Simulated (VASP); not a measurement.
# Pd (Fm-3m) in VASP: a series of runs

The runs below take Pd through single point, relaxation of cell and atoms, with PBEsol.

Everything below comes from runs of VASP 6.6.1. Logs are shortened: lines on timing, memory, paths and dates and some standing lists are left out, and cuts for length are marked.

### Step 1. The cell of the first run

The structure is cubic, space group Fm-3m (No. 225). Conventional cell: a = 3.872 Å, b = 3.872 Å, c = 3.872 Å, α = 90.00°, β = 90.00°, γ = 90.00°. Within 3.6 Å of Pd (site symmetry m-3m) lie 12 Pd at 2.74 Å.

### Step 2. Single point, PBEsol

Contents of INCAR:

```
PREC = Accurate
ENCUT = 520
EDIFF = 1E-6
ISMEAR = -1
SIGMA = 0.02
LREAL = False
LASPH = True
NELM = 100
ALGO = Normal
ISIF = 2
LWAVE = False
LCHARG = True
GGA = PS
LELF = True
LVHAR = True
NBANDS = 11
```

Contents of KPOINTS:

```
Automatic mesh
0
Gamma
  9 9 9
```

Contents of POSCAR:

```
Pd
1.0
    0.0000000000      1.9362155940      1.9362155940
    1.9362155940      0.0000000000      1.9362155940
    1.9362155940      1.9362155940      0.0000000000
Pd
1
Direct
    0.0000000000      0.0000000000      0.0000000000
```

Potentials or basis: VASP PAW PBE potentials, release 64 (Pd).

Started as:

```
$ cat potpaw_PBE.64/Pd/POTCAR > POTCAR
$ mpirun -np 1 vasp_std > vasp.out
```

OUTCAR:

```text
PREC = Accurate
   ENCUT = 520
   EDIFF = 1E-6
   ISMEAR = -1
   LREAL = False
   LASPH = True
   NELM = 100
   ISIF = 2
   GGA = PS

 ion  position               nearest neighbor table
   1  0.000  0.000  0.000-

  LATTYP: Found a face centered cubic cell.
 ALAT       =     3.8724311880

  Lattice vectors:

 A1 = (   0.0000000000,   1.9362155940,   1.9362155940)
 A2 = (   1.9362155940,   0.0000000000,   1.9362155940)
 A3 = (   1.9362155940,   1.9362155940,   0.0000000000)

Analysis of symmetry for initial positions (statically):
=====================================================================
 Subroutine PRICEL returns:
 Original cell was already a primitive cell.

 Routine SETGRP: Setting up the symmetry group for a
 face centered cubic supercell.

 Subroutine GETGRP returns: Found 48 space group operations
 (whereof 48 operations were pure point group operations)
 out of a pool of 48 trial point group operations.

The static configuration has the point symmetry O_h .

Analysis of symmetry for dynamics (positions and initial velocities):
=====================================================================
 Subroutine PRICEL returns:
 Original cell was already a primitive cell.

 Routine SETGRP: Setting up the symmetry group for a
 face centered cubic supercell.

 Subroutine GETGRP returns: Found 48 space group operations
 (whereof 48 operations were pure point group operations)
 out of a pool of 48 trial point group operations.

The dynamic configuration has the point symmetry O_h .

 Subroutine INISYM returns: Found 48 space group operations
 (whereof 48 operations are pure point group operations),
 and found     1 'primitive' translations

----------------------------------------------------------------------------------------

                                     Primitive cell

  volume of cell :      14.5175

  direct lattice vectors                    reciprocal lattice vectors
     0.000000000  1.936215594  1.936215594    -0.258235706  0.258235706  0.258235706
     1.936215594  0.000000000  1.936215594     0.258235706 -0.258235706  0.258235706
     1.936215594  1.936215594  0.000000000     0.258235706  0.258235706 -0.258235706

  length of vectors
     2.738222353  2.738222353  2.738222353     0.447277362  0.447277362  0.447277362

  position of ions in fractional coordinates (direct lattice)
     0.000000000  0.000000000  0.000000000

  ion indices of the primitive-cell ions
   primitive index   ion index
                 1           1

----------------------------------------------------------------------------------------

 KPOINTS: Automatic mesh

Automatic generation of k-mesh.
 Grid dimensions read from file:
 generate k-points for:    9    9    9

 Generating k-lattice:

  Cartesian coordinates                     Fractional coordinates (reciprocal lattice)
    -0.028692856  0.028692856  0.028692856     0.111111111  0.000000000  0.000000000
     0.028692856 -0.028692856  0.028692856     0.000000000  0.111111111  0.000000000
     0.028692856  0.028692856 -0.028692856     0.000000000  0.000000000  0.111111111

  Length of vectors
     0.049697485  0.049697485  0.049697485

  Shift w.r.t. Gamma in fractional coordinates (k-lattice)
     0.000000000  0.000000000  0.000000000

 Subroutine IBZKPT returns following result:
 ===========================================

 Found     35 irreducible k-points:

 Following reciprocal coordinates:
            Coordinates               Weight
  0.000000  0.000000  0.000000      1.000000
  0.111111  0.000000  0.000000      8.000000
  0.222222  0.000000  0.000000      8.000000
  0.333333  0.000000  0.000000      8.000000
  0.444444  0.000000  0.000000      8.000000
  0.111111  0.111111  0.000000      6.000000
[... 16 lines left out ...]
 -0.333333  0.333333  0.000000     12.000000
  0.444444  0.444444  0.000000      6.000000
 [... further k-points ...]
   k-points           NKPTS =     35   k-points in BZ     NKDIM =     35   number of bands    NBANDS=     11
   number of dos      NEDOS =    301   number of ions     NIONS =      1
   total plane-waves  NPLWV =   8000
   dimension x,y,z NGX =    20 NGY =   20 NGZ =   20
   dimension x,y,z NGXF=    40 NGYF=   40 NGZF=   40
   ions per type =               1
   NGX,Y,Z   is equivalent  to a cutoff of  12.14, 12.14, 12.14 a.u.
   NGXF,Y,Z  is equivalent  to a cutoff of  24.29, 24.29, 24.29 a.u.
 SYSTEM =  unknown system
   PREC   = accura    normal or accurate (medium, high low for compatibility)
   ISTART =      0    job   : 0-new  1-cont  2-samecut
   ICHARG =      2    charge: 1-file 2-atom 10-const
   ISPIN  =      1    spin polarized calculation?
   LNONCOLLINEAR =      F non collinear calculations
   LSORBIT =      F    spin-orbit coupling
   LASPH  =      T    aspherical Exc in radial PAW
   ENCUT  =  520.0 eV  38.22 Ry    6.18 a.u.   5.09  5.09  5.09*2*pi/ulx,y,z
   NELM   =    100;   NELMIN=  2; NELMDL= -5     # of ELM steps
   EDIFF  = 0.1E-05   stopping-criterion for ELM
   LREAL  =      F    real-space projection
   EDIFFG = 0.1E-04   stopping-criterion for IOM
   NSW    =      0    number of steps for IOM
   IBRION =     -1    ionic relax: 0-MD 1-quasi-New 2-CG
   NFREE  =      0    steps in history (QN), initial steepest desc. (CG)
   ISIF   =      2    stress and relaxation
   ISYM   =      2    0-nonsym 1-usesym 2-fastsym
   POTIM  = 0.5000    time-step for ionic-motion
   TEBEG  =    0.0;   TEEND  =   0.0 temperature during run
   PSTRESS=    0.0 pullay stress
   NELECT =      10.0000    total number of electrons
   NUPDOWN=      -1.0000    fix difference up-down
   EMIN   =  10.00;   EMAX   =-10.00  energy-range for DOS
   EFERMI =   0.00;   METHOD = LEGACY
   ISMEAR =    -1;   SIGMA  =   0.02  broadening in eV -4-tet -1-fermi 0-gaus
   EFERMI_NEDOS =   21; number of points for ismear=-14 and -15
   IALGO  =     38    algorithm
   IMIX   =      4    mixing-type and parameters
     AMIX     =   0.40;   BMIX     =  1.00
     AMIX_MAG =   1.60;   BMIX_MAG =  1.00
  volume/ion in A,a.u.               =      14.52        97.97
  Fermi-wavevector in a.u.,A,eV,Ry     =   1.445810  2.732184 28.441150  2.090366
  Thomas-Fermi vector in A             =   2.563949
   LORBIT       =      0    0 simple, 1 ext, 2 COOP (PROOUT), +10 PAW based schemes
   GGA     = PS    functional components
   LHFCALC =     F    Hartree Fock is set to
   AEXX    =    0.0000 exact exchange contribution
   IVDW    =     0    specifies the selected vdW correction
   LEPSILON=     F    determine dielectric tensor
   LRPA    =     F    only Hartree local field effects (RPA)
 non-spin polarized calculation
  energy-cutoff  :      520.00
  volume of cell :       14.52
 maximum number of plane-waves:       397
   NGX = 11   NGY = 11   NGZ = 11

 number of electron      10.0000002 magnetization

 Free energy of the ion-electron system (eV)
  ---------------------------------------------------
  ext. energy  EPLUGINS =         0.00000000
  ---------------------------------------------------
  free energy    TOTEN  =        -5.96995195 eV

  energy without entropy =       -5.96765974  energy(sigma->0) =       -5.96880584

 E-fermi :   9.8461     XC(G=0): -13.4826

 val. band max:        9.8386793158   @ k =   0.4444   0.1111   0.0000
 cond. band min:       9.8812046242   @ k =  -0.4444   0.3333   0.0000
 fundamental gap:      0.0425253084
 Fermi energy:         9.8460842012

 k-point     1 :       0.0000    0.0000    0.0000
  band No.  band energies     occupation
      1       2.5271      2.00000
      2       6.9430      2.00000
      3       6.9430      2.00000
      4       6.9430      2.00000
      5       8.6201      2.00000
      6       8.6201      2.00000
      7      27.0252      0.00000
      8      31.8888      0.00000
      9      31.8888      0.00000
     10      31.8888      0.00000
     11      35.8694      0.00000

 k-point     2 :       0.1111    0.0000    0.0000
  band No.  band energies     occupation
      1       2.9709      2.00000
      2       6.7966      2.00000
      3       7.0888      2.00000
      4       7.0888      2.00000
      5       8.5584      2.00000
      6       8.5584      2.00000
      7      27.4415      0.00000
      8      29.5824      0.00000
      9      32.4065      0.00000
     10      32.4065      0.00000
     11      35.9388      0.00000

 k-point     3 :       0.2222    0.0000    0.0000
  band No.  band energies     occupation
      1       4.0140      2.00000
      2       6.7458      2.00000
      3       7.2603      2.00000
      4       7.2603      2.00000
      5       8.6586      2.00000
      6       8.6586      2.00000
      7      25.4731      0.00000
      8      28.2408      0.00000
      9      33.5252      0.00000
     10      33.5252      0.00000
     11      35.6541      0.00000

 k-point     4 :       0.3333    0.0000    0.0000
  band No.  band energies     occupation
      1       4.5132      2.00000
      2       7.1092      2.00000
      3       7.1092      2.00000
      4       8.0395      2.00000
      5       9.2336      2.00000
      6       9.2336      2.00000
      7      21.4132      0.00000
      8      27.3507      0.00000
      9      32.8068      0.00000
     10      32.8068      0.00000
     11      36.4178      0.00000

 k-point     5 :       0.4444    0.0000    0.0000
  band No.  band energies     occupation
      1       4.4330      2.00000
      2       6.9280      2.00000
      3       6.9280      2.00000
      4       9.7705      1.95542
      5       9.7705      1.95542
      6      10.2755      0.00000
      7      17.9270      0.00000
      8      26.5054      0.00000
      9      31.2765      0.00000
     10      31.2765      0.00000
     11      35.9239      0.00000

 k-point     6 :       0.1111    0.1111    0.0000
  band No.  band energies     occupation
      1       3.1196      2.00000
      2       6.6180      2.00000
      3       7.2195      2.00000
      4       7.2195      2.00000
      5       8.2924      2.00000
      6       8.7514      2.00000
      7      27.6886      0.00000
      8      30.3137      0.00000
      9      31.4248      0.00000
     10      31.4248      0.00000
     11      35.9277      0.00000

 k-point     7 :       0.2222    0.1111    0.0000
  band No.  band energies     occupation
      1       4.0046      2.00000
      2       6.3356      2.00000
      3       7.3942      2.00000
      4       7.4900      2.00000
      5       8.2673      2.00000
      6       8.9246      2.00000
      7      27.0151      0.00000
      8      28.5595      0.00000
      9      30.9172      0.00000
     10      32.2347      0.00000
     11      35.8072      0.00000

 k-point     8 :       0.3333    0.1111    0.0000
  band No.  band energies     occupation
      1       4.7717      2.00000
      2       6.7277      2.00000
      3       7.0577      2.00000
      4       7.4661      2.00000
      5       9.3331      2.00000
      6       9.3967      2.00000
      7      22.9895      0.00000
      8      27.9384      0.00000
      9      30.2781      0.00000
     10      32.2860      0.00000
     11      35.9237      0.00000
[... 141 lines left out ...]
 k-point    19 :      -0.2222    0.2222    0.0000
  band No.  band energies     occupation
      1       5.6617      2.00000
      2       6.2185      2.00000
      3       6.8827      2.00000
      4       7.8944      2.00000
      5       8.2700      2.00000
      6      11.2111      0.00000
      7      23.4723      0.00000
      8      24.1963      0.00000
      9      29.9140      0.00000
     10      33.3575      0.00000
     11      33.9055      0.00000

 k-point    20 :       0.3333    0.3333    0.0000
  band No.  band energies     occupation
      1       4.8223      2.00000
      2       5.1161      2.00000
      3       9.1050      2.00000
      4       9.1050      2.00000
      5       9.4432      2.00000
      6       9.5085      2.00000
      7      25.6204      0.00000
      8      25.6204      0.00000
      9      25.8523      0.00000
     10      30.7692      0.00000
     11      31.6164      0.00000

 k-point    21 :       0.4444    0.3333    0.0000
  band No.  band energies     occupation
      1       4.7598      2.00000
      2       5.0322      2.00000
      3       8.6990      2.00000
      4       9.1295      2.00000
      5       9.9405      0.01765
      6      12.0876      0.00000
      7      22.5414      0.00000
      8      23.7333      0.00000
      9      24.7929      0.00000
     10      31.0328      0.00000
     11      33.4100      0.00000

 k-point    22 :      -0.4444    0.3333    0.0000
  band No.  band energies     occupation
      1       4.9302      2.00000
      2       5.4635      2.00000
      3       7.9771      2.00000
      4       8.8603      2.00000
      5       9.8812      0.29458
      6      15.4297      0.00000
      7      18.9480      0.00000
      8      21.9023      0.00000
      9      25.5385      0.00000
     10      30.5055      0.00000
     11      35.8391      0.00000

 k-point    23 :      -0.3333    0.3333    0.0000
  band No.  band energies     occupation
      1       5.3700      2.00000
      2       6.1302      2.00000
      3       7.1080      2.00000
      4       8.4652      2.00000
      5       9.3664      2.00000
      6      15.8871      0.00000
      7      18.8834      0.00000
      8      20.9759      0.00000
      9      27.6715      0.00000
     10      29.7908      0.00000
     11      35.9560      0.00000

 k-point    24 :       0.4444    0.4444    0.0000
  band No.  band energies     occupation
      1       4.3941      2.00000
      2       4.6691      2.00000
      3       9.7925      1.87133
      4      10.0251      0.00026
      5      10.0251      0.00026
      6      12.4453      0.00000
      7      21.6323      0.00000
      8      23.4028      0.00000
      9      23.4028      0.00000
     10      31.5408      0.00000
     11      31.6332      0.00000

 [... further k-points ...]
[... 5 lines left out ...]
  --------------------------------------------------------------------------------------
  -------------------------------------------------------------------------------------
  Total       -0.0332848     -0.0332848     -0.0332848     -0.0000000      0.0000000     -0.0000000
  in kB       -3.6733811     -3.6733811     -3.6733811     -0.0000000      0.0000000     -0.0000000
  external PRESSURE =      -3.6733811 kB  Pullay stress =       0.0000000 kB

 VOLUME and BASIS-vectors are now :
 -----------------------------------------------------------------------------
  energy-cutoff  :      520.00
  volume of cell :       14.52
      direct lattice vectors                 reciprocal lattice vectors
     0.000000000  1.936215594  1.936215594    -0.258235706  0.258235706  0.258235706
     1.936215594  0.000000000  1.936215594     0.258235706 -0.258235706  0.258235706
     1.936215594  1.936215594  0.000000000     0.258235706  0.258235706 -0.258235706

 POSITION                                       TOTAL-FORCE (eV/Angst)
 -----------------------------------------------------------------------------------
      0.00000      0.00000      0.00000         0.000000      0.000000      0.000000
 -----------------------------------------------------------------------------------
    total drift:                                0.000000     -0.000000      0.000000

  FREE ENERGIE OF THE ION-ELECTRON SYSTEM (eV)
  ---------------------------------------------------
  free  energy   TOTEN  =        -5.9699519474 eV

  energy  without entropy=       -5.9676597365  energy(sigma->0) =       -5.96880584
```

It took 3.8 s on 1 thread of Intel Xeon 6975P-C (Granite Rapids), shared host; peak memory 0.12 GiB.

Results:

```yaml
Free_energy: -5.9700 eV
Pressure: -0.4 GPa
Band_gap_on_the_k_mesh: zero (band 5 reaches 10.07 eV, above the bottom of band 6 at 8.56 eV)
```

Levels at points of the mesh, in eV from the Fermi level:
| k point | band 3 | band 4 | band 5 | band 6 | band 7 | band 8 |
| --- | --- | --- | --- | --- | --- | --- |
| (0.00, 0.00, 0.00) | -2.90 | -2.90 | -1.23 | -1.23 | 17.18 | 22.04 |

Caveat: the PAW data sets were made with another functional, which shifts forces and pressure a little.

### Step 3. Relaxation of cell and atoms, PBEsol

This run uses another cell than the first one, of 14.75 Å³/atom, 1.016 times its volume.

Contents of INCAR:

```
  ALGO = Normal
  EDIFF = 1E-6
  EDIFFG = -0.02
  ENCUT = 600
  GGA = PS
  IBRION = 2
  ISIF = 3
  ISMEAR = -1
  LASPH = T
  LCHARG = F
  LREAL = F
  LWAVE = F
  NELM = 100
  NSW = 80
  PREC = Accurate
  SIGMA = 0.02
```

Contents of KPOINTS:

```
k-points
0
Gamma
  9 9 9
```

Contents of POSCAR:

```
Pd
1.0
    0.0000000000      1.9465000000      1.9465000000
    1.9465000000      0.0000000000      1.9465000000
    1.9465000000      1.9465000000      0.0000000000
Pd
1
Direct
    0.0000000000      0.0000000000      0.0000000000
```

Potentials or basis: VASP PAW PBE potentials, release 64 (Pd).

Started as:

```
$ cat potpaw_PBE.64/Pd/POTCAR > POTCAR
$ mpirun -np 1 vasp_std > vasp.out
```

Wall time 7.9 s (1 thread of Intel Xeon 6975P-C (Granite Rapids), shared host); peak memory 0.14 GiB.

It converged, with:

* Free energy: -5.9705 eV
* Relaxed volume: 14.49 Å³/atom
* Relaxed cell: a = 2.737 Å, b = 2.737 Å, c = 2.737 Å, α = 60.00°, β = 60.00°, γ = 60.00°
* Space group after relaxing (to 0.05 Å): Fm-3m (No. 225)
* Energy gained by relaxing: 2.9 meV/atom
* Ionic steps: 3
* Pressure after relaxing: 0.0 GPa
* Band gap on the k mesh: zero (band 5 reaches 10.11 eV, above the bottom of band 6 at 8.58 eV)

Step by step:
```csv
step,energy change (eV),largest force (eV/Å),pressure (GPa),volume (Å³)
1,0.0000,0.0000,-3.52,14.75
2,0.0056,0.0000,6.68,14.07
3,-0.0029,0.0000,-0.02,14.49
```

Final structure:
```
CELL_PARAMETERS angstrom
0.00000 1.93508 1.93508
1.93508 0.00000 1.93508
1.93508 1.93508 0.00000
ATOMIC_POSITIONS crystal
Pd 0.00000 0.00000 0.00000
```

Levels at points of the mesh, in eV from the Fermi level:
| k point | band 3 | band 4 | band 5 | band 6 | band 7 | band 8 |
| --- | --- | --- | --- | --- | --- | --- |
| (0.00, 0.00, 0.00) | -2.91 | -2.91 | -1.23 | -1.23 | 17.18 | 22.05 |

Caveat: the PAW data sets were made with another functional, which shifts forces and pressure a little.
